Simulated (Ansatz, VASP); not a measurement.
# Two plane-wave programs on Ru

```
Ru
1.0
    -1.57522    1.57522    1.57522
     1.57522   -1.57522    1.57522
     1.57522    1.57522   -1.57522
Ru
1
Direct
  0.00000 0.00000 0.00000
```

Alike in both runs: task single point; functional RPBE; k mesh 16 × 16 × 16; occupations fermi-dirac, width 0.1 eV; no spin polarisation.

|  | VASP | Ansatz |
| --- | --- | --- |
| version | VASP 6.6.1 | Ansatz 0.2.0 |
| potentials or method | VASP PAW PBE potentials, release 64 (Ru_pv), cutoff 520 eV | plane waves (420 eV) with PAW, scalar-relativistic |
| valence electrons in the cell | 14 | 16 |

VASP gave:

```
pressure (GPa) : -16.6
```

Q: Which values does Ansatz return?

A: Pressure (GPa): -16.5.

VASP's potentials were made for PBE, not for RPBE. VASP's potentials hold 14 valence electrons a cell and Ansatz's 16, so a difference there can come from the potentials and not from the codes.
